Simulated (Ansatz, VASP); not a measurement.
# AlCo: VASP beside Ansatz

The input POSCAR:

```
AlCo
1.0
    2.7664057982      0.0000000000      0.0000000000
    0.0000000000      2.7664057982      0.0000000000
    0.0000000000      0.0000000000      2.7664057982
Al Co
1 1
Direct
    0.0000000000      0.0000000000      0.0000000000
    0.5000000000      0.5000000000      0.5000000000
```

Contents of INCAR.step1:

```
ALGO = Normal ; EDIFF = 1E-4
ENCUT = 520 ; GGA = PE
ISMEAR = 0 ; ISPIN = 2
LASPH = True ; LCHARG = False
LMAXMIX = 4 ; LREAL = False
LWAVE = True ; MAGMOM = 0 0.16
NBANDS = 17 ; NELM = 150
PREC = Accurate ; SIGMA = 0.1
```

File INCAR.step2:

```
ALGO = Normal ; EDIFF = 1E-7
ENCUT = 520 ; ISIF = 2
ISMEAR = 0 ; ISPIN = 2
ISTART = 1 ; LASPH = True
LCHARG = True ; LELF = True
LMAXMIX = 4 ; LMIXTAU = True
LORBIT = 11 ; LREAL = False
LVHAR = True ; LWAVE = False
MAGMOM = 0 0.16 ; METAGGA = R2SCAN
NBANDS = 17 ; NELM = 150
PREC = Accurate ; SIGMA = 0.1
```

KPOINTS

```
k-points
0
Gamma
  14 14 14
```

Input for Ansatz:

```yaml
crystal:
  lattice:
    - [2.7664057982, 0.0, 0.0]
    - [0.0, 2.7664057982, 0.0]
    - [0.0, 0.0, 2.7664057982]
  atoms:
    - { symbol: Al, position: [0.0, 0.0, 0.0] }
    - { symbol: Co, position: [0.5, 0.5, 0.5], spin: 0.16 }
basis:
  ecutwfc: 500
kpoints:
  mp_grid: { grid: [14, 14, 14] }
hamiltonian:
  xc: r2scan
scf:
  occupations: { method: gaussian, width: 0.1 }
output:
  forces: true
  stress: true
  eigenvalues: true
  populations: true
magnetization:
  spin_polarized: true
```

Alike in both runs: task single point; functional r2SCAN; k mesh 14 × 14 × 14; occupations gaussian, width 0.1 eV; collinear spin.

```csv
,VASP,Ansatz
version,VASP 6.6.1,Ansatz 0.2.0
potentials or method,"VASP PAW PBE potentials, release 64 (Al, Co), cutoff 520 eV","scalar-relativistic, plane waves, PAW"
valence electrons in the cell,12,20
```

```tsv
	VASP	Ansatz	Ansatz less VASP
gap on the k mesh at the Fermi level (eV)	none	none	-
pressure (GPa)	13.4	13.7	+0.36
net moment per atom (μB)	0.00	0.00	0.000
```

VASP's potentials were made for PBE, not for r2SCAN. A gap of «none» marks a metal or a gap that the smearing closes. With one functional, cell and mesh, what is left measures potentials, basis and numerics. VASP's potentials hold 12 valence electrons a cell and Ansatz's 20, so a difference there can come from the potentials and not from the codes. Ansatz's warnings: seeded moment not kept, stability check not made.
